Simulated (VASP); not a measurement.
SiNi (WC type): relaxation of cell and atoms with PBE

The system is SiNi (WC type).

```xyz
2
Lattice="2.5848 0.0000 0.0000 -1.2924 2.2385 0.0000 0.0000 0.0000 3.5542" Properties=species:S:1:pos:R:3 pbc="T T T"
Ni    0.0000    0.0000    0.0000
Si    0.0000    1.4923    1.7771
```

```json
{
 "Program": "VASP 6.6.1",
 "Task": "relaxation of cell and atoms",
 "Functional": "PBE",
 "Potentials or basis": "VASP PAW PBE potentials, release 64 (Ni, Si)",
 "Cutoff": "600 eV",
 "k mesh": "15 × 15 × 14",
 "Occupations": "fermi-dirac, width 0.1 eV",
 "Spin": "no spin polarisation",
 "Target pressure": "30 GPa",
 "Dipole correction": "no",
 "Further INCAR settings": "ALGO = Normal; EDIFF = 1e-06; IBRION = 2; EDIFFG = -0.005; NSW = 32; ISIF = 3"
}
```

```yaml
Relaxed_volume: 10.28 Å³/atom
Relaxed_cell: a = 2.583 Å, b = 2.583 Å, c = 3.556 Å, α = 90.00°, β = 90.00°, γ = 120.00°
Space_group_after_relaxing_to_0.1_Å: P-6m2 (No. 187)
Energy_change_on_relaxing_the_run_minimises_the_enthalpy: +0.9 meV/atom
Ionic_steps: 5
Pressure_after_relaxing: 30.0 GPa
Band_gap_on_the_k_mesh: zero (bands 7 and 8 overlap by 1.84 eV)
```

The path:
| step | energy change (eV) | largest force (eV/Å) | pressure (GPa) | volume (Å³) |
| --- | --- | --- | --- | --- |
| 1 | 0.0000 | 0.0000 | 29.91 | 20.56 |
| 2 | 0.0032 | 0.0000 | 30.20 | 20.55 |
| 3 | 0.0026 | 0.0000 | 30.10 | 20.55 |
| 4 | 0.0009 | 0.0000 | 29.88 | 20.56 |
| 5 | 0.0017 | 0.0000 | 29.99 | 20.56 |

Final structure:
```
Ni Si
1.0
     2.58337    0.00000    0.00000
    -1.29169    2.23727    0.00000
     0.00000    0.00000    3.55645
Ni Si
1 1
Direct
  0.00000 0.00000 0.00000
  0.33333 0.66667 0.50000
```

Levels at points of the mesh, in eV from the Fermi level:
```tsv
k point	band 4	band 5	band 6	band 7	band 8	band 9	band 10	band 11
(0.00, 0.00, 0.00)	-2.91	-2.91	-2.33	-2.33	2.19	10.93	10.93	12.10
(0.00, 0.00, 0.50)	-2.87	-2.87	-2.50	-2.50	9.37	11.48	11.48	13.08
```

Run time: 51 s on 1 thread of Intel(R) Xeon(R) 6975P-C (Granite Rapids), on a shared host, peak memory 0.2 GiB.

Caveat: the cell is relaxed towards a set pressure, so the run minimises the enthalpy, not the energy. Spin polarisation is off, so any magnetic state and its effect on volume and gap are missing.
